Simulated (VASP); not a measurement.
# Sn in VASP: a series of runs, part 2 of 2

VASP 6.6.1. Earlier steps stand in the parts before.

## 4. Single point, PBE

File INCAR:

```
PREC = Accurate
ENCUT = 520
EDIFF = 1E-7
ISMEAR = 0
SIGMA = 0.1
LREAL = False
LASPH = True
NELM = 100
ALGO = Normal
ISIF = 2
LWAVE = False
LCHARG = False
LDIPOL = True
IDIPOL = 3
DIPOL = 0.5 0.5 0.500
GGA = PE
NBANDS = 58
```

File KPOINTS:

```
Automatic mesh
0
Gamma
  8 8 1
```

File POSCAR:

```
Sn
1.0
    4.6255804284      0.0000000000      0.0000000000
    0.0000000000      4.6255804284      0.0000000000
    0.0000000000      0.0000000000     24.8123378634
Sn
7
Direct
    0.0000000000      0.0000000000      0.3022689777
    0.5000000000      0.0000000000      0.3681793185
    0.5000000000      0.5000000000      0.4340896592
    0.0000000000      0.5000000000      0.5000000000
    0.0000000000      0.0000000000      0.5659103408
    0.5000000000      0.0000000000      0.6318206815
    0.5000000000      0.5000000000      0.6977310223
```

Potentials or basis: VASP PAW PBE potentials, release 64 (Sn_d).

Started as:

```console
$ cat potpaw_PBE.64/Sn_d/POTCAR > POTCAR
$ mpirun -np 1 vasp_std > vasp.out
```

OUTCAR:

```text
PREC = Accurate
   ENCUT = 520
   EDIFF = 1E-7
   ISMEAR = 0
   LREAL = False
   LASPH = True
   NELM = 100
   ISIF = 2
   GGA = PE

 ion  position               nearest neighbor table
   1  0.000  0.000  0.302-   2 2.83   2 2.83
   2  0.500  0.000  0.368-   3 2.83   3 2.83   1 2.83   1 2.83
   3  0.500  0.500  0.434-   2 2.83   2 2.83   4 2.83   4 2.83
   4  0.000  0.500  0.500-   3 2.83   5 2.83   5 2.83   3 2.83
   5  0.000  0.000  0.566-   6 2.83   6 2.83   4 2.83   4 2.83
   6  0.500  0.000  0.632-   5 2.83   5 2.83   7 2.83   7 2.83
   7  0.500  0.500  0.698-   6 2.83   6 2.83

  LATTYP: Found a simple tetragonal cell.
 ALAT       =     4.6255804284
 C/A-ratio  =     5.3641566172

  Lattice vectors:

 A1 = (   4.6255804284,   0.0000000000,   0.0000000000)
 A2 = (   0.0000000000,   4.6255804284,   0.0000000000)
 A3 = (   0.0000000000,   0.0000000000,  24.8123378634)

Analysis of symmetry for initial positions (statically):
=====================================================================
 Subroutine PRICEL returns:
 Original cell was already a primitive cell.

 Routine SETGRP: Setting up the symmetry group for a
 simple tetragonal supercell.
[... 186 lines left out ...]
      4     -21.4752      2.00000
      5     -21.4607      2.00000
      6     -21.4607      2.00000
[... 904 lines left out ...]
     57       3.9081      0.00000
     58       3.9081      0.00000

------------------------ aborting loop because EDIFF is reached ----------------------------------------

 vacuum level on the upper side and lower side of the slab       (xc-potential included)        -0.066        -0.066

  FORCE on cell =-STRESS in cart. coord.  units (eV):
  Direction    XX          YY          ZZ          XY          YZ          ZX
  --------------------------------------------------------------------------------------
  -------------------------------------------------------------------------------------
  Total        1.9345254      1.9345254      2.9806311      0.0000000      0.0000000      0.0000000
  in kB        5.8382791      5.8382791      8.9953622      0.0000000      0.0000000      0.0000000
  external PRESSURE =       6.8906401 kB  Pullay stress =       0.0000000 kB

 VOLUME and BASIS-vectors are now :
 -----------------------------------------------------------------------------
  energy-cutoff  :      520.00
  volume of cell :      530.88
      direct lattice vectors                 reciprocal lattice vectors
     4.625580428  0.000000000  0.000000000     0.216189085  0.000000000  0.000000000
     0.000000000  4.625580428  0.000000000     0.000000000  0.216189085  0.000000000
     0.000000000  0.000000000 24.812337863     0.000000000  0.000000000  0.040302530

 POSITION                                       TOTAL-FORCE (eV/Angst)
 -----------------------------------------------------------------------------------
      0.00000      0.00000      7.50000         0.000000      0.000000     -0.367279
      2.31279      0.00000      9.13539         0.000000      0.000000      0.060726
      2.31279      2.31279     10.77078         0.000000      0.000000      0.045157
      0.00000      2.31279     12.40617         0.000000      0.000000     -0.000000
      0.00000      0.00000     14.04156         0.000000      0.000000     -0.045157
      2.31279      0.00000     15.67695         0.000000      0.000000     -0.060726
      2.31279      2.31279     17.31234         0.000000      0.000000      0.367279
 -----------------------------------------------------------------------------------
    total drift:                                0.000000      0.000000      0.000000

  FREE ENERGIE OF THE ION-ELECTRON SYSTEM (eV)
  ---------------------------------------------------
  free  energy   TOTEN  =       -24.4135158725 eV

  energy  without entropy=      -24.3836371055  energy(sigma->0) =      -24.39857649

 vacuum level on the upper side and lower side of the slab         4.395         4.395
```

OSZICAR:

```text
N       E                     dE             d eps       ncg     rms          rms(c)
DAV:   1     0.916541577422E+03    0.91654E+03   -0.48626E+04  1964   0.181E+03
DAV:   2     0.984126821254E+02   -0.81813E+03   -0.80236E+03  1796   0.456E+02
DAV:   3    -0.175314297279E+02   -0.11594E+03   -0.11330E+03  1962   0.191E+02
[... 17 lines left out ...]
DAV:  21    -0.244135133082E+02   -0.53089E-05   -0.12643E-07  1266   0.129E-03    0.174E-04
DAV:  22    -0.244135155229E+02   -0.22147E-05   -0.56007E-08  1144   0.163E-03    0.855E-05
DAV:  23    -0.244135157563E+02   -0.23335E-06   -0.82890E-09  1144   0.103E-03    0.726E-05
DAV:  24    -0.244135158692E+02   -0.11293E-06   -0.46457E-09  1062   0.700E-04    0.322E-05
DAV:  25    -0.244135158725E+02   -0.33215E-08   -0.15869E-09  1034   0.562E-04
   1 F= -.24413516E+02 E0= -.24398576E+02  d E =-.298788E-01
```

stdout:

```text
POSCAR found type information on POSCAR Sn
 POSCAR found :  1 types and       7 ions
 scaLAPACK will be used
 LDA part: xc-table for (Slater+PW92), standard interpolation
 POSCAR, INCAR and KPOINTS ok, starting setup
 FFT: planning ... GRIDC
 FFT: planning ... GRID_SOFT
 FFT: planning ... GRID
 WAVECAR not read
 entering main loop
```

Wall time 17 min (1 thread of AMD EPYC 7R43 (Zen 3), shared host); peak memory 0.65 GiB.

Results:

* Free energy: -24.4135 eV
* Largest force: 0.367 eV/Å
* Band gap on the k mesh: zero (bands 49 and 50 overlap by 0.91 eV)

Forces on the atoms (eV/Å):
```
Sn   0.000  0.000 -0.367
Sn   0.000  0.000  0.061
Sn   0.000  0.000  0.045
Sn   0.000  0.000  0.000
Sn   0.000  0.000 -0.045
Sn   0.000  0.000 -0.061
Sn   0.000  0.000  0.367
```

Levels at points of the mesh, in eV from the Fermi level:
```csv
k point,band 46,band 47,band 48,band 49,band 50,band 51,band 52,band 53
"(0.00, 0.00, 0.00)",-1.12,-0.20,-0.20,0.55,1.24,1.26,1.40,1.70
"(0.50, 0.00, 0.00)",-0.84,-0.75,-0.56,-0.32,0.01,1.24,1.58,1.84
"(0.50, 0.50, 0.00)",-2.34,-2.03,-0.67,-0.67,-0.36,-0.13,1.91,2.03
```

Caveat: spin-orbit coupling is left out, which moves the levels of the heavy elements.

## 5. The runs side by side

| level | cell | gap on the mesh (eV) | largest force (eV/Å) |
| --- | --- | --- | --- |
| PBEsol | as given, atomic positions A | none | 0.10 |
| PBEsol | as given, atomic positions B | none | - |
| PBE | as given, atomic positions A | none | 0.37 |

Alike in all rows: task single point; potentials or basis VASP PAW PBE potentials, release 64 (Sn_d); no spin polarisation; k mesh 8 × 8 × 1; cutoff (eV) 520; smearing gaussian 0.1 eV.

Caveats: spin-orbit coupling is left out, which moves the levels of the heavy elements; the PAW data sets were made with another functional, which shifts forces and pressure a little (at least some runs).

Absolute energies hang on the potentials; compare differences alone.
